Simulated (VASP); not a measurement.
# TaN (P-6m2) in VASP: further runs

The runs below take TaN through single point, with PBEsol+U.

All numbers are computed with VASP 6.6.1; they aren't measurements. Logs are shortened: lines on timing, memory, paths and dates and some standing lists are left out, and cuts for length are marked.

### 1 The cell of the first run

It takes space group P-6m2 (No. 187, hexagonal). The conventional cell has a = 2.938 Å, b = 2.938 Å, c = 2.883 Å, α = 90.00°, β = 90.00°, γ = 120.00°. Within 3.0 Å of Ta (site symmetry -6m2) lie 6 N at 2.23 Å and 8 Ta at 2.88 to 2.94 Å. Within 3.0 Å of N (site symmetry -6m2) lie 6 Ta at 2.23 Å and 8 N at 2.88 to 2.94 Å.

### 2 Single point, PBEsol+U

Input file INCAR:

```
SYSTEM = TaN
PREC     = Accurate       ! precision mode
ENCUT    = 520            ! plane-wave cutoff, eV
EDIFF    = 1E-6           ! SCF threshold, eV
ISMEAR   = -1             ! smearing method
SIGMA    = 0.05           ! smearing width, eV
LREAL    = .FALSE.        ! projectors in reciprocal space
LASPH    = .TRUE.         ! aspherical terms in the spheres
NELM     = 150            ! most SCF steps
ALGO     = Normal         ! electronic algorithm
ISIF     = 2              ! what is computed and relaxed
LWAVE    = .FALSE.        ! write WAVECAR
LCHARG   = .FALSE.        ! write CHGCAR
LMAXMIX  = 4              ! l up to which the mixer works
LDAU     = .TRUE.         ! DFT+U
LDAUTYPE = 2            
LDAUL    = 2 -1           ! shell
LDAUU    = 1 0            ! U, eV
LDAUJ    = 0 0          
LDAUPRINT= 1            
GGA      = PS             ! functional
NBANDS   = 15             ! bands
```

Input file KPOINTS:

```
Automatic mesh
0
G
  10 10 9
  0 0 0
```

Input file POSCAR:

```
TaN
1.0
    2.9380000000      0.0000000000      0.0000000000
   -1.4690000000      2.5443826363      0.0000000000
    0.0000000000      0.0000000000      2.8830000000
Ta N
1 1
Direct
    0.0000000000      0.0000000000      0.5000000000
    0.6666666667      0.3333333333      0.0000000000
```

Potentials or basis: VASP PAW PBE potentials, release 64 (Ta_pv, N).

Started as:

```bash
$ cat potpaw_PBE.64/Ta_pv/POTCAR potpaw_PBE.64/N/POTCAR > POTCAR
$ mpirun -np 1 vasp_std > vasp.out
```

OUTCAR:

```text
SYSTEM = TaN
   PREC = Accurate
   ENCUT = 520
   EDIFF = 1E-6
   ISMEAR = -1
   LREAL = .FALSE.
   LASPH = .TRUE.
   NELM = 150
   ISIF = 2
   GGA = PS

 ion  position               nearest neighbor table
   1  0.000  0.000  0.500-   2 2.23   2 2.23   2 2.23   2 2.23   2 2.23   2 2.23
   2  0.667  0.333  0.000-   1 2.23   1 2.23   1 2.23   1 2.23   1 2.23   1 2.23

  LATTYP: Found a hexagonal cell.
 ALAT       =     2.9380000000
 C/A-ratio  =     0.9812797822

  Lattice vectors:

 A1 = (   2.9380000000,   0.0000000000,   0.0000000000)
 A2 = (  -1.4690000000,   2.5443826363,   0.0000000000)
 A3 = (   0.0000000000,   0.0000000000,   2.8830000000)

Analysis of symmetry for initial positions (statically):
=====================================================================
 Subroutine PRICEL returns:
 Original cell was already a primitive cell.

 Routine SETGRP: Setting up the symmetry group for a
 hexagonal supercell.

 Subroutine GETGRP returns: Found 12 space group operations
 (whereof 12 operations were pure point group operations)
 out of a pool of 24 trial point group operations.

The static configuration has the point symmetry D_3h.

Analysis of symmetry for dynamics (positions and initial velocities):
=====================================================================
 Subroutine PRICEL returns:
 Original cell was already a primitive cell.

 Routine SETGRP: Setting up the symmetry group for a
 hexagonal supercell.

 Subroutine GETGRP returns: Found 12 space group operations
 (whereof 12 operations were pure point group operations)
 out of a pool of 24 trial point group operations.

The dynamic configuration has the point symmetry D_3h.

 Subroutine INISYM returns: Found 12 space group operations
 (whereof 12 operations are pure point group operations),
 and found     1 'primitive' translations

----------------------------------------------------------------------------------------

                                     Primitive cell

  volume of cell :      21.5516

  direct lattice vectors                    reciprocal lattice vectors
     2.938000000  0.000000000  0.000000000     0.340367597  0.196511324  0.000000000
    -1.469000000  2.544382636  0.000000000     0.000000000  0.393022648  0.000000000
     0.000000000  0.000000000  2.883000000     0.000000000  0.000000000  0.346860909

  length of vectors
     2.938000000  2.938000000  2.883000000     0.393022648  0.393022648  0.346860909

  position of ions in fractional coordinates (direct lattice)
     0.000000000  0.000000000  0.500000000
     0.666666667  0.333333333  0.000000000

  ion indices of the primitive-cell ions
   primitive index   ion index
                 1           1
                 2           2

----------------------------------------------------------------------------------------

 KPOINTS: Automatic mesh

Automatic generation of k-mesh.
 Grid dimensions read from file:
 generate k-points for:   10   10    9

 Generating k-lattice:

  Cartesian coordinates                     Fractional coordinates (reciprocal lattice)
     0.034036760  0.019651132  0.000000000     0.100000000  0.000000000  0.000000000
     0.000000000  0.039302265  0.000000000     0.000000000  0.100000000  0.000000000
     0.000000000  0.000000000  0.038540101     0.000000000  0.000000000  0.111111111

  Length of vectors
     0.039302265  0.039302265  0.038540101

  Shift w.r.t. Gamma in fractional coordinates (k-lattice)
     0.000000000  0.000000000  0.000000000

 Subroutine IBZKPT returns following result:
 ===========================================

 Found     70 irreducible k-points:

 Following reciprocal coordinates:
            Coordinates               Weight
  0.000000  0.000000  0.000000      1.000000
  0.100000 -0.000000  0.000000      6.000000
  0.200000 -0.000000  0.000000      6.000000
  0.300000  0.000000  0.000000      6.000000
  0.400000 -0.000000  0.000000      6.000000
  0.500000  0.000000  0.000000      3.000000
[... 16 lines left out ...]
  0.300000  0.100000  0.111111     24.000000
  0.400000  0.100000  0.111111     24.000000
 [... further k-points ...]
   k-points           NKPTS =     70   k-points in BZ     NKDIM =     70   number of bands    NBANDS=     15
   number of dos      NEDOS =    301   number of ions     NIONS =      2
   total plane-waves  NPLWV =  13824
   dimension x,y,z NGX =    24 NGY =   24 NGZ =   24
   dimension x,y,z NGXF=    48 NGYF=   48 NGZF=   48
   ions per type =               1   1
   NGX,Y,Z   is equivalent  to a cutoff of  13.58, 13.58, 13.84 a.u.
   NGXF,Y,Z  is equivalent  to a cutoff of  27.16, 27.16, 27.68 a.u.
 SYSTEM =  TaN
   PREC   = accura    normal or accurate (medium, high low for compatibility)
   ISTART =      0    job   : 0-new  1-cont  2-samecut
   ICHARG =      2    charge: 1-file 2-atom 10-const
   ISPIN  =      1    spin polarized calculation?
   LNONCOLLINEAR =      F non collinear calculations
   LSORBIT =      F    spin-orbit coupling
   LASPH  =      T    aspherical Exc in radial PAW
   ENCUT  =  520.0 eV  38.22 Ry    6.18 a.u.   5.46  5.46  5.36*2*pi/ulx,y,z
   NELM   =    150;   NELMIN=  2; NELMDL= -5     # of ELM steps
   EDIFF  = 0.1E-05   stopping-criterion for ELM
   LREAL  =      F    real-space projection
   EDIFFG = 0.1E-04   stopping-criterion for IOM
   NSW    =      0    number of steps for IOM
   IBRION =     -1    ionic relax: 0-MD 1-quasi-New 2-CG
   NFREE  =      0    steps in history (QN), initial steepest desc. (CG)
   ISIF   =      2    stress and relaxation
   ISYM   =      2    0-nonsym 1-usesym 2-fastsym
   POTIM  = 0.5000    time-step for ionic-motion
   TEBEG  =    0.0;   TEEND  =   0.0 temperature during run
   PSTRESS=    0.0 pullay stress
   NELECT =      16.0000    total number of electrons
   NUPDOWN=      -1.0000    fix difference up-down
   EMIN   =  10.00;   EMAX   =-10.00  energy-range for DOS
   EFERMI =   0.00;   METHOD = LEGACY
   ISMEAR =    -1;   SIGMA  =   0.05  broadening in eV -4-tet -1-fermi 0-gaus
   EFERMI_NEDOS =   21; number of points for ismear=-14 and -15
   IALGO  =     38    algorithm
   IMIX   =      4    mixing-type and parameters
     AMIX     =   0.40;   BMIX     =  1.00
     AMIX_MAG =   1.60;   BMIX_MAG =  1.00
  volume/ion in A,a.u.               =      10.78        72.72
  Fermi-wavevector in a.u.,A,eV,Ry     =   1.482365  2.801264 29.897531  2.197407
  Thomas-Fermi vector in A             =   2.596160
   LORBIT       =      0    0 simple, 1 ext, 2 COOP (PROOUT), +10 PAW based schemes
 LDA+U is selected, type is set to LDAUTYPE =  2
   angular momentum for each species LDAUL =     2   -1
   U (eV)           for each species LDAUU =   1.0  0.0
   J (eV)           for each species LDAUJ =   0.0  0.0
   GGA     = PS    functional components
   LHFCALC =     F    Hartree Fock is set to
   AEXX    =    0.0000 exact exchange contribution
   IVDW    =     0    specifies the selected vdW correction
   LEPSILON=     F    determine dielectric tensor
   LRPA    =     F    only Hartree local field effects (RPA)
 non-spin polarized calculation
  energy-cutoff  :      520.00
  volume of cell :       21.55
 maximum number of plane-waves:       599
 NGX is ok and might be reduce to    24
   NGX = 11   NGY = 11   NGZ = 11

atom =   1  type =  1  l = 2

 onsite density matrix

spin component  1

  0.2670 -0.0000  0.0000 -0.0000  0.0000
 -0.0000  0.1923  0.0000  0.0000  0.0000
  0.0000  0.0000  0.3089  0.0000 -0.0000
 -0.0000  0.0000  0.0000  0.1923  0.0000
  0.0000  0.0000 -0.0000  0.0000  0.2670

spin component  2

  0.2670 -0.0000  0.0000 -0.0000  0.0000
 -0.0000  0.1923  0.0000  0.0000  0.0000
  0.0000  0.0000  0.3089  0.0000 -0.0000
 -0.0000  0.0000  0.0000  0.1923  0.0000
  0.0000  0.0000 -0.0000  0.0000  0.2670

 occupancies and eigenvectors

  o =  0.1923  v =  0.0000  1.0000  0.0000 -0.0000  0.0000  0.0000  0.0000  0.0000  0.0000  0.0000      0.0000  0.0000  0.0000  0.0000  0.0000  0.0000  0.0000  0.0000  0.0000  0.0000
  o =  0.1923  v =  0.0000  0.0000  0.0000  0.0000  0.0000  0.0000  1.0000  0.0000 -0.0000  0.0000      0.0000  0.0000  0.0000  0.0000  0.0000  0.0000  0.0000  0.0000  0.0000  0.0000
  o =  0.1923  v = -0.0000 -0.0000  0.0000 -1.0000 -0.0000  0.0000  0.0000  0.0000  0.0000  0.0000      0.0000  0.0000  0.0000  0.0000  0.0000  0.0000  0.0000  0.0000  0.0000  0.0000
  o =  0.1923  v =  0.0000  0.0000  0.0000  0.0000  0.0000 -0.0000 -0.0000  0.0000 -1.0000 -0.0000      0.0000  0.0000  0.0000  0.0000  0.0000  0.0000  0.0000  0.0000  0.0000  0.0000
  o =  0.2670  v =  0.0000  0.0000  0.0000  0.0000  0.0000 -0.9313 -0.0000  0.0000 -0.0000  0.3643      0.0000  0.0000  0.0000  0.0000  0.0000  0.0000  0.0000  0.0000  0.0000  0.0000
  o =  0.2670  v = -0.9313 -0.0000  0.0000 -0.0000  0.3643  0.0000  0.0000  0.0000  0.0000  0.0000      0.0000  0.0000  0.0000  0.0000  0.0000  0.0000  0.0000  0.0000  0.0000  0.0000
  o =  0.2670  v =  0.0000  0.0000  0.0000  0.0000  0.0000 -0.3643  0.0000 -0.0000  0.0000 -0.9313      0.0000  0.0000  0.0000  0.0000  0.0000  0.0000  0.0000  0.0000  0.0000  0.0000
  o =  0.2670  v = -0.3643  0.0000 -0.0000  0.0000 -0.9313  0.0000  0.0000  0.0000  0.0000  0.0000      0.0000  0.0000  0.0000  0.0000  0.0000  0.0000  0.0000  0.0000  0.0000  0.0000
  o =  0.3089  v = -0.0000  0.0000 -1.0000 -0.0000  0.0000  0.0000  0.0000  0.0000  0.0000  0.0000      0.0000  0.0000  0.0000  0.0000  0.0000  0.0000  0.0000  0.0000  0.0000  0.0000
  o =  0.3089  v =  0.0000  0.0000  0.0000  0.0000  0.0000 -0.0000  0.0000 -1.0000 -0.0000  0.0000      0.0000  0.0000  0.0000  0.0000  0.0000  0.0000  0.0000  0.0000  0.0000  0.0000

 number of electron      16.0000001 magnetization

 Free energy of the ion-electron system (eV)
  ---------------------------------------------------
  ext. energy  EPLUGINS =         0.00000000
  ---------------------------------------------------
  free energy    TOTEN  =       -22.88318441 eV

  energy without entropy =      -22.88287840  energy(sigma->0) =      -22.88303141

 E-fermi :   8.2872     XC(G=0): -13.5079

 val. band max:        8.1607421800   @ k =   0.0000   0.0000   0.4444
 cond. band min:       8.4599362262   @ k =   0.0000   0.0000   0.3333
 fundamental gap:      0.2991940462
 Fermi energy:         8.2872168015

 k-point     1 :       0.0000    0.0000    0.0000
  band No.  band energies     occupation
      1     -26.7712      2.00000
      2     -26.5064      2.00000
      3     -26.5064      2.00000
      4      -9.5951      2.00000
      5       3.6343      2.00000
      6       3.6343      2.00000
      7       3.9668      2.00000
      8       5.2420      2.00000
      9      10.3343      0.00000
     10      11.8074      0.00000
     11      11.8074      0.00000
     12      12.3050      0.00000
     13      12.3050      0.00000
     14      21.0858      0.00000
     15      21.4360      0.00000

 k-point     2 :       0.1000   -0.0000    0.0000
  band No.  band energies     occupation
      1     -26.7576      2.00000
      2     -26.6131      2.00000
      3     -26.5292      2.00000
      4      -9.3869      2.00000
      5       3.0330      2.00000
      6       3.7867      2.00000
      7       4.2486      2.00000
      8       4.9608      2.00000
      9      11.0394      0.00000
     10      11.4095      0.00000
     11      11.8436      0.00000
     12      12.1984      0.00000
     13      12.5625      0.00000
     14      21.0756      0.00000
     15      21.4187      0.00000
[... 365 lines left out ...]
      3     -26.7350      2.00000
      4      -7.6317      2.00000
      5       0.5573      2.00000
      6       2.9413      2.00000
      7       4.1580      2.00000
      8       5.9378      2.00000
      9      10.1356      0.00000
     10      11.5735      0.00000
     11      12.7909      0.00000
     12      13.8360      0.00000
     13      15.8856      0.00000
     14      21.0992      0.00000
     15      21.4132      0.00000

 k-point    24 :       0.4000    0.1000    0.1111
  band No.  band energies     occupation
      1     -27.4691      2.00000
      2     -26.7868      2.00000
      3     -26.7269      2.00000
      4      -7.2453      2.00000
      5       0.0836      2.00000
      6       2.8053      2.00000
      7       4.0018      2.00000
      8       5.9319      2.00000
      9      10.8263      0.00000
     10      11.8479      0.00000
     11      12.7683      0.00000
     12      14.0455      0.00000
     13      17.1160      0.00000
     14      19.9184      0.00000
     15      21.3641      0.00000

 [... further k-points ...]
[... 5 lines left out ...]
  --------------------------------------------------------------------------------------
  -------------------------------------------------------------------------------------
  Total       -0.1415906     -0.1415906     -0.1057905      0.0000000     -0.0000000     -0.0000000
  in kB      -10.5260659    -10.5260659     -7.8646318      0.0000000     -0.0000000     -0.0000000
  external PRESSURE =      -9.6389212 kB  Pullay stress =       0.0000000 kB

 VOLUME and BASIS-vectors are now :
 -----------------------------------------------------------------------------
  energy-cutoff  :      520.00
  volume of cell :       21.55
      direct lattice vectors                 reciprocal lattice vectors
     2.938000000  0.000000000  0.000000000     0.340367597  0.196511324  0.000000000
    -1.469000000  2.544382636  0.000000000     0.000000000  0.393022648  0.000000000
     0.000000000  0.000000000  2.883000000     0.000000000  0.000000000  0.346860909

 POSITION                                       TOTAL-FORCE (eV/Angst)
 -----------------------------------------------------------------------------------
      0.00000      0.00000      1.44150         0.000000     -0.000000      0.000000
      1.46900      0.84813      0.00000        -0.000000      0.000000      0.000000
 -----------------------------------------------------------------------------------
    total drift:                               -0.000000      0.000000      0.000000

  FREE ENERGIE OF THE ION-ELECTRON SYSTEM (eV)
  ---------------------------------------------------
  free  energy   TOTEN  =       -22.8831844077 eV

  energy  without entropy=      -22.8828784039  energy(sigma->0) =      -22.88303141
```

Wall time 23 s (1 thread of Intel Xeon 8259CL, shared host); peak memory 0.15 GiB.

Results:

* Free energy: -22.8832 eV
* Pressure: -1.0 GPa
* Band gap on the k mesh: zero (bands 8 and 9 overlap by 0.30 eV)

Levels at points of the mesh, in eV from the Fermi level:
| k point | band 4 | band 5 | band 6 | band 7 | band 8 | band 9 | band 10 | band 11 | band 12 | band 13 |
| --- | --- | --- | --- | --- | --- | --- | --- | --- | --- | --- |
| (0.00, 0.00, 0.00) | -17.88 | -4.65 | -4.65 | -4.32 | -3.05 | 2.05 | 3.52 | 3.52 | 4.02 | 4.02 |
| (0.50, 0.00, 0.00) | -15.54 | -8.46 | -5.27 | -3.58 | -3.30 | 3.02 | 3.97 | 5.17 | 5.26 | 7.23 |

Eigenvalues of the final occupation matrices:
```csv
site,spin,trace,eigenvalues
site 1 d,1,1.23,0.19 0.19 0.27 0.27 0.31
site 1 d,2,1.23,0.19 0.19 0.27 0.27 0.31
```

Caveat: the PAW data sets were made with another functional, which shifts forces and pressure a little; spin-orbit coupling is left out, which moves the levels of the heavy elements; U without spin polarisation on a metal has little footing.

### 3 Single point, PBEsol+U

Input file INCAR:

```
PREC = Accurate
ENCUT = 520
EDIFF = 1E-6
ISMEAR = -1
SIGMA = 0.05
LREAL = False
LASPH = True
NELM = 150
ALGO = Normal
ISIF = 2
LWAVE = False
LCHARG = False
LMAXMIX = 4
LDAU = True
LDAUTYPE = 2
LDAUL = 2 -1
LDAUU = 5 0
LDAUJ = 0 0
LDAUPRINT = 1
GGA = PS
NBANDS = 15
```

Input file KPOINTS:

```
regular mesh
0
Gamma
  10 10 9
```

POSCAR is that of step 2.

Potentials or basis: VASP PAW PBE potentials, release 64 (Ta_pv, N).

Started as:

```bash
$ cat potpaw_PBE.64/Ta_pv/POTCAR potpaw_PBE.64/N/POTCAR > POTCAR
$ mpirun -np 1 vasp_std > vasp.out
```

Wall time 27 s (1 thread of Intel Xeon 8259CL, shared host); peak memory 0.15 GiB.

Results (log left out):

```
Free energy            : -19.3011 eV
Pressure               : 12.4 GPa
Band gap on the k mesh : zero (bands 8 and 9 overlap by 0.34 eV)
```

Stress tensor (GPa, compression positive):
```
11.79  0.00  0.00
 0.00 11.79  0.00
 0.00  0.00 13.56
```

Levels at points of the mesh, in eV from the Fermi level:
| k point | band 6 | band 7 | band 8 | band 9 | band 10 | band 11 |
| --- | --- | --- | --- | --- | --- | --- |
| (0.00, 0.00, 0.00) | -4.87 | -4.56 | -3.45 | 1.51 | 3.37 | 3.37 |
| (0.50, 0.00, 0.00) | -5.39 | -3.76 | -3.68 | 3.34 | 3.82 | 5.16 |

Eigenvalues of the final occupation matrices:
| site | spin | trace | eigenvalues |
| --- | --- | --- | --- |
| site 1 d | 1 | 1.15 | 0.17 0.17 0.25 0.25 0.30 |
| site 1 d | 2 | 1.15 | 0.17 0.17 0.25 0.25 0.30 |

Caveat: the cell stands under pressure; the PAW data sets were made with another functional, which shifts forces and pressure a little; spin-orbit coupling is left out, which moves the levels of the heavy elements; U without spin polarisation on a metal has little footing.
